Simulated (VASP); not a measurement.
# Ge (R-3m) in VASP: single point with PBE

Aim: the single point of Ge with PBE.

Everything below comes from runs of VASP 6.6.1. Logs are shortened: lines on timing, memory, paths and dates and some standing lists are left out, and cuts for length are marked.

### 1 The cell of the first run

Symmetry: R-3m, No. 166, trigonal system. Conventional cell: a = 3.407 Å, b = 3.407 Å, c = 36.627 Å, α = 90.00°, β = 90.00°, γ = 120.00°. Within 3.7 Å of Ge (site symmetry 3m) lie 12 Ge at 2.83 to 3.41 Å. Within 3.7 Å of Ge (site symmetry 3m) lie 12 Ge at 2.83 to 3.41 Å. Within 3.7 Å of Ge (site symmetry 3m) lie 12 Ge at 2.83 to 3.41 Å.

### 2 Single point, PBE

File INCAR:

```
SYSTEM = Ge
ALGO     = Normal         ! electronic algorithm
EDIFF    = 1E-6           ! SCF threshold, eV
ENCUT    = 520            ! plane-wave cutoff, eV
GGA      = PE             ! functional
ISIF     = 2              ! what is computed and relaxed
ISMEAR   = 0              ! smearing method
LASPH    = .True.         ! aspherical terms in the spheres
LCHARG   = .False.        ! write CHGCAR
LREAL    = .False.        ! projectors in reciprocal space
LWAVE    = .False.        ! write WAVECAR
NBANDS   = 51             ! bands
NELM     = 100            ! most SCF steps
PREC     = Accurate       ! precision mode
SIGMA    = 0.1            ! smearing width, eV
```

File KPOINTS:

```
k-points
0
Gamma
  6 6 6
  0 0 0
```

File POSCAR:

```
Ge
1.0
    1.7034660800      0.9834966000     12.2089182800
   -1.7034660800      0.9834966000     12.2089182800
    0.0000000000     -1.9669932000     12.2089182800
Ge
6
Direct
    0.8611111100      0.8611111100      0.8611111100
    0.5833333300      0.5833333300      0.5833333300
    0.3055555600      0.3055555600      0.3055555600
    0.6944444400      0.6944444400      0.6944444400
    0.4166666700      0.4166666700      0.4166666700
    0.1388888900      0.1388888900      0.1388888900
```

Potentials or basis: VASP PAW PBE potentials, release 64 (Ge_d).

Launch:

```console
> cat potpaw_PBE.64/Ge_d/POTCAR > POTCAR
> mpirun -np 1 vasp_std > vasp.out
```

OUTCAR:

```text
SYSTEM = Ge
   EDIFF = 1E-6
   ENCUT = 520
   GGA = PE
   ISIF = 2
   ISMEAR = 0
   LASPH = .True.
   LREAL = .False.
   NELM = 100
   PREC = Accurate

 ion  position               nearest neighbor table
   1  0.861  0.861  0.861-   2 2.83   2 2.83   6 2.83   6 2.83   2 2.83   6 2.83
   2  0.583  0.583  0.583-   1 2.83   1 2.83   1 2.83   3 2.83   3 2.83   3 2.83
   3  0.306  0.306  0.306-   4 2.83   4 2.83   4 2.83   2 2.83   2 2.83   2 2.83
   4  0.694  0.694  0.694-   3 2.83   3 2.83   3 2.83   5 2.83   5 2.83   5 2.83
   5  0.417  0.417  0.417-   6 2.83   6 2.83   6 2.83   4 2.83   4 2.83   4 2.83
   6  0.139  0.139  0.139-   5 2.83   5 2.83   1 2.83   1 2.83   5 2.83   1 2.83

  LATTYP: Found a trigonal (rhomboedric) cell.
 ALAT       =    12.3663554783
 COS(alpha) =     0.9620498477

  Lattice vectors:

 A1 = (   1.7034660800,   0.9834966000,  12.2089182800)
 A2 = (  -1.7034660800,   0.9834966000,  12.2089182800)
 A3 = (   0.0000000000,  -1.9669932000,  12.2089182800)

Analysis of symmetry for initial positions (statically):
=====================================================================
 Subroutine PRICEL returns:
 Original cell was already a primitive cell.

 Routine SETGRP: Setting up the symmetry group for a
 trigonal (rhombohedral) supercell.

 Subroutine GETGRP returns: Found 12 space group operations
 (whereof 12 operations were pure point group operations)
 out of a pool of 12 trial point group operations.

The static configuration has the point symmetry D_3d.

Analysis of symmetry for dynamics (positions and initial velocities):
=====================================================================
 Subroutine PRICEL returns:
 Original cell was already a primitive cell.

 Routine SETGRP: Setting up the symmetry group for a
 trigonal (rhombohedral) supercell.

 Subroutine GETGRP returns: Found 12 space group operations
 (whereof 12 operations were pure point group operations)
 out of a pool of 12 trial point group operations.

The dynamic configuration has the point symmetry D_3d.

 Subroutine INISYM returns: Found 12 space group operations
 (whereof 12 operations are pure point group operations),
 and found     1 'primitive' translations

----------------------------------------------------------------------------------------

                                     Primitive cell

  volume of cell :     122.7255

  direct lattice vectors                    reciprocal lattice vectors
[... 100 lines left out ...]
   NFREE  =      0    steps in history (QN), initial steepest desc. (CG)
   ISIF   =      2    stress and relaxation
   ISYM   =      2    0-nonsym 1-usesym 2-fastsym
   POTIM  = 0.5000    time-step for ionic-motion
   TEBEG  =    0.0;   TEEND  =   0.0 temperature during run
   PSTRESS=    0.0 pullay stress
   NELECT =      84.0000    total number of electrons
   NUPDOWN=      -1.0000    fix difference up-down
   EMIN   =  10.00;   EMAX   =-10.00  energy-range for DOS
   EFERMI =   0.00;   METHOD = LEGACY
   ISMEAR =     0;   SIGMA  =   0.10  broadening in eV -4-tet -1-fermi 0-gaus
   EFERMI_NEDOS =   21; number of points for ismear=-14 and -15
   IALGO  =     38    algorithm
   IMIX   =      4    mixing-type and parameters
     AMIX     =   0.40;   BMIX     =  1.00
     AMIX_MAG =   1.60;   BMIX_MAG =  1.00
  volume/ion in A,a.u.               =      20.45       138.03
  Fermi-wavevector in a.u.,A,eV,Ry     =   1.442745  2.726393 28.320717  2.081514
  Thomas-Fermi vector in A             =   2.561231
   LORBIT       =      0    0 simple, 1 ext, 2 COOP (PROOUT), +10 PAW based schemes
   GGA     = PE    functional components
   LHFCALC =     F    Hartree Fock is set to
   AEXX    =    0.0000 exact exchange contribution
   IVDW    =     0    specifies the selected vdW correction
   LEPSILON=     F    determine dielectric tensor
   LRPA    =     F    only Hartree local field effects (RPA)
 non-spin polarized calculation
 Gauss-broadening in eV      SIGMA  =   0.10
  energy-cutoff  :      520.00
  volume of cell :      122.73
 maximum number of plane-waves:      3322
 NGX is ok and might be reduce to    96
   NGX = 45   NGY = 45   NGZ = 45

 number of electron      83.9999981 magnetization

 Free energy of the ion-electron system (eV)
  ---------------------------------------------------
  ext. energy  EPLUGINS =         0.00000000
  ---------------------------------------------------
  free energy    TOTEN  =       -24.90704827 eV

  energy without entropy =      -24.88547657  energy(sigma->0) =      -24.89626242

 E-fermi :   5.9410     XC(G=0): -10.8513

 val. band max:        5.9360987647   @ k =   0.5000   0.5000   0.3333
 cond. band min:       5.9845524339   @ k =   0.5000   0.0000   0.0000
 fundamental gap:      0.0484536692
 Fermi energy:         5.9409902001

 k-point     1 :       0.0000    0.0000    0.0000
  band No.  band energies     occupation
      1     -18.8769      2.00000
      2     -18.8769      2.00000
      3     -18.8529      2.00000
      4     -18.8529      2.00000
      5     -18.8351      2.00000
      6     -18.8351      2.00000
[... 1285 lines left out ...]
     50      10.0434      0.00000
     51      11.1005      0.00000

 [... further k-points ...]

------------------------ aborting loop because EDIFF is reached ----------------------------------------

  FORCE on cell =-STRESS in cart. coord.  units (eV):
  Direction    XX          YY          ZZ          XY          YZ          ZX
  --------------------------------------------------------------------------------------
  -------------------------------------------------------------------------------------
  Total       -0.8627891     -0.8627891     -1.4292394      0.0000000      0.0000000      0.0000000
  in kB      -11.2636839    -11.2636839    -18.6586733      0.0000000      0.0000000      0.0000000
  external PRESSURE =     -13.7286804 kB  Pullay stress =       0.0000000 kB

 VOLUME and BASIS-vectors are now :
 -----------------------------------------------------------------------------
  energy-cutoff  :      520.00
  volume of cell :      122.73
      direct lattice vectors                 reciprocal lattice vectors
     1.703466080  0.983496600 12.208918280     0.293519199  0.169463389  0.027302446
    -1.703466080  0.983496600 12.208918280    -0.293519199  0.169463389  0.027302446
     0.000000000 -1.966993200 12.208918280     0.000000000 -0.338926778  0.027302446

 POSITION                                       TOTAL-FORCE (eV/Angst)
 -----------------------------------------------------------------------------------
      0.00000      0.00000     31.53971         0.000000      0.000000     -0.062210
      0.00000      0.00000     21.36561         0.000000     -0.000000     -0.038822
      0.00000      0.00000     11.19151         0.000000     -0.000000     -0.000446
      0.00000      0.00000     25.43525         0.000000     -0.000000      0.000446
      0.00000      0.00000     15.26115         0.000000      0.000000      0.038822
      0.00000      0.00000      5.08705         0.000000      0.000000      0.062210
 -----------------------------------------------------------------------------------
    total drift:                               -0.000000      0.000000      0.000000

  FREE ENERGIE OF THE ION-ELECTRON SYSTEM (eV)
  ---------------------------------------------------
  free  energy   TOTEN  =       -24.9070482698 eV

  energy  without entropy=      -24.8854765680  energy(sigma->0) =      -24.89626242
```

OSZICAR:

```text
N       E                     dE             d eps       ncg     rms          rms(c)
DAV:   1     0.860165449244E+03    0.86017E+03   -0.39832E+04  3821   0.467E+03
DAV:   2     0.139431728076E+03   -0.72073E+03   -0.70045E+03  3264   0.968E+02
DAV:   3    -0.128257369197E+02   -0.15226E+03   -0.14845E+03  3500   0.243E+02
DAV:   4    -0.246369775152E+02   -0.11811E+02   -0.11616E+02  3871   0.718E+01
DAV:   5    -0.249730872473E+02   -0.33611E+00   -0.33479E+00  3645   0.138E+01    0.284E+00
DAV:   6    -0.249284277105E+02    0.44660E-01   -0.12824E-01  4449   0.355E+00    0.153E+00
DAV:   7    -0.249069209458E+02    0.21507E-01   -0.55693E-02  3933   0.642E+00    0.221E-01
DAV:   8    -0.249068890226E+02    0.31923E-04   -0.20991E-02  4358   0.418E+00    0.115E-01
DAV:   9    -0.249068912551E+02   -0.22325E-05   -0.74668E-03  4503   0.190E+00    0.700E-02
DAV:  10    -0.249069956014E+02   -0.10435E-03   -0.25835E-03  4071   0.889E-01    0.352E-02
DAV:  11    -0.249070552463E+02   -0.59645E-04   -0.52321E-04  3601   0.443E-01    0.185E-02
DAV:  12    -0.249070432103E+02    0.12036E-04   -0.91201E-05  4015   0.395E-01    0.111E-02
DAV:  13    -0.249070472219E+02   -0.40116E-05   -0.31394E-05  4290   0.872E-02    0.275E-03
DAV:  14    -0.249070483819E+02   -0.11600E-05   -0.14363E-05  2917   0.118E-01    0.144E-03
DAV:  15    -0.249070482698E+02    0.11219E-06   -0.16820E-06  2083   0.348E-02
   1 F= -.24907048E+02 E0= -.24896262E+02  d E =-.215717E-01
```

stdout:

```text
POSCAR found type information on POSCAR Ge
 POSCAR found :  1 types and       6 ions
 scaLAPACK will be used
 LDA part: xc-table for (Slater+PW92), standard interpolation
 POSCAR, INCAR and KPOINTS ok, starting setup
 FFT: planning ... GRIDC
 FFT: planning ... GRID_SOFT
 FFT: planning ... GRID
 WAVECAR not read
 entering main loop
```

It took 53 min on 1 thread of Intel Xeon Platinum 8488C (Sapphire Rapids), shared host; peak memory 1.4 GiB.

Results:

```
Free energy            : -24.9070 eV
Pressure               : -1.4 GPa
Largest force          : 0.062 eV/Å
Band gap on the k mesh : zero (band 42 reaches 9.23 eV, above the bottom of band 43 at 3.93 eV)
```

Forces on the atoms (eV/Å):
```
Ge   0.000  0.000 -0.062
Ge   0.000  0.000 -0.039
Ge   0.000  0.000  0.000
Ge   0.000  0.000  0.000
Ge   0.000  0.000  0.039
Ge   0.000  0.000  0.062
```

Stress tensor (GPa, compression positive):
```
-1.13  0.00  0.00
 0.00 -1.13  0.00
 0.00  0.00 -1.87
```

Levels at points of the mesh, in eV from the Fermi level:
| k point | band 37 | band 38 | band 39 | band 40 | band 41 | band 42 | band 43 | band 44 | band 45 | band 46 |
| --- | --- | --- | --- | --- | --- | --- | --- | --- | --- | --- |
| (0.00, 0.00, 0.00) | -3.52 | 2.40 | 2.45 | 2.75 | 2.75 | 3.29 | 3.29 | 3.38 | 3.38 | 4.79 |
| (0.50, 0.00, 0.00) | -5.22 | -4.30 | -2.93 | -2.85 | -0.86 | -0.77 | 0.04 | 0.05 | 2.00 | 2.06 |
| (0.50, 0.50, 0.00) | -4.72 | -4.45 | -3.14 | -2.84 | -0.64 | -0.61 | -0.22 | 0.82 | 0.84 | 1.53 |
| (0.50, 0.50, 0.50) | -0.78 | -0.74 | 2.81 | 2.81 | 3.00 | 3.00 | 4.02 | 4.02 | 4.02 | 4.02 |
